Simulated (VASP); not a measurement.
# Al32P (a cell with a defect): single point with PBE

System: Al32P (a cell with a defect).

```
Al P
1.0
     8.10000    0.00000    0.00000
     0.00000    8.10000    0.00000
     0.00000    0.00000    8.10000
Al P
32 1
Direct
  0.50449 0.04751 0.99528
  0.74460 0.23010 0.94035
  0.77853 0.05786 0.23201
  0.00432 0.05059 0.99317
  0.23364 0.26814 0.04785
  0.49709 0.56532 0.96348
  0.74631 0.77253 0.03442
  0.28019 0.99268 0.25374
  0.51048 0.23235 0.24737
  0.75478 0.41733 0.20915
  0.47774 0.00515 0.49837
  0.74165 0.24179 0.48635
  0.72538 0.94564 0.69285
  0.99156 0.55581 0.00283
  0.24132 0.75394 0.95993
  0.03274 0.23905 0.27107
  0.13817 0.55567 0.26417
  0.49694 0.77732 0.20064
  0.05677 0.95483 0.46541
  0.20736 0.25319 0.55849
  0.54504 0.51046 0.52795
  0.76554 0.77147 0.39570
  0.21670 0.99823 0.75714
  0.51914 0.23779 0.71247
  0.76154 0.49626 0.75841
  0.99419 0.83812 0.19867
  0.96183 0.48251 0.49016
  0.24163 0.74196 0.51737
  0.95757 0.26402 0.73148
  0.24951 0.47749 0.77081
  0.46785 0.74604 0.71952
  0.98722 0.75026 0.74651
  0.40817 0.50347 0.24681
```

| Property | Result |
| --- | --- |
| Program | VASP 6.6.1 |
| Task | single point |
| Functional | PBE |
| Potentials or basis | VASP PAW PBE potentials, release 64 (Al, P) |
| Cutoff | 520 eV |
| k mesh | 2 × 2 × 2 |
| Occupations | fermi-dirac, width 0.1 eV |
| Spin | no spin polarisation |

* Pressure: 11.1 GPa
* Largest force: 3.670 eV/Å
* Band gap on the k mesh: zero (an odd number of electrons rules out a gap without spin polarisation)

Forces in eV/Å, atoms in the order of the input:
```
Al  -0.928 -1.283 -0.964
Al  -0.280  0.499  0.791
Al  -1.000 -0.365 -0.286
Al  -0.028  0.021 -1.224
Al   1.187  0.685 -1.456
Al   0.925 -1.783  0.231
Al   0.099  0.000 -1.784
Al  -0.413  0.443 -0.963
Al  -0.919 -0.374  0.652
Al   0.764  1.583  0.001
Al  -0.006 -0.487 -0.255
Al   0.278 -0.504  0.401
Al   0.655  0.565  0.600
Al  -0.649 -1.169 -0.856
Al  -0.085  0.940  0.846
Al  -0.246 -0.023  0.836
Al   0.021  0.161 -0.049
Al  -0.329  0.662  1.138
Al  -2.370  2.323  1.566
Al   1.259 -0.378 -1.465
Al  -0.536  0.028 -1.190
Al  -0.583 -0.746  1.105
Al   0.884  0.552 -0.078
Al  -1.089  0.272  0.852
Al  -0.575  1.337  0.469
Al   1.523 -1.685 -0.323
Al  -0.569  0.843  1.119
Al   0.777 -1.721 -0.200
Al   1.119 -1.051  0.319
Al  -0.283  0.097 -0.019
Al   0.827  1.246  0.210
Al  -0.282  0.034 -0.493
P    0.847 -0.723  0.469
```

Stress tensor (GPa, compression positive):
```
13.34 -0.24 -0.57
-0.24  9.12 -1.32
-0.57 -1.32 10.95
```

Levels at points of the mesh, in eV from the Fermi level:
| k point | band 47 | band 48 | band 49 | band 50 | band 51 | band 52 | band 53 | band 54 |
| --- | --- | --- | --- | --- | --- | --- | --- | --- |
| (0.00, 0.00, 0.00) | -0.41 | -0.23 | -0.19 | 0.02 | 0.09 | 0.33 | 0.40 | 0.43 |
| (0.50, 0.00, 0.00) | -0.53 | -0.34 | -0.17 | -0.10 | -0.05 | 0.12 | 0.35 | 0.44 |
| (0.00, 0.50, 0.00) | -0.61 | -0.51 | -0.36 | -0.16 | -0.05 | 0.05 | 0.11 | 0.34 |
| (0.00, 0.00, 0.50) | -0.73 | -0.48 | -0.41 | -0.25 | -0.21 | -0.20 | 0.15 | 0.23 |
| (0.50, 0.50, 0.00) | -0.78 | -0.70 | -0.03 | 0.06 | 0.30 | 0.37 | 0.59 | 0.75 |
| (0.00, 0.50, 0.50) | -0.54 | -0.49 | 0.05 | 0.18 | 0.44 | 0.52 | 0.61 | 0.64 |
| (0.50, 0.00, 0.50) | -0.62 | -0.49 | 0.05 | 0.22 | 0.35 | 0.48 | 0.58 | 0.67 |
| (0.50, 0.50, 0.50) | -0.89 | -0.78 | -0.73 | -0.57 | -0.50 | -0.44 | -0.34 | -0.18 |

Run time: 5.5 min on 1 thread of Intel(R) Xeon(R) Platinum 8259CL CPU @ 2.50GHz (Skylake/Cascade Lake), on a shared host, peak memory 0.56 GiB.

Caveat: the k points lie up to 0.39 Å⁻¹ apart, too coarse for converged energies and pressures of a metal; the atoms stand as in a frame of molecular dynamics.
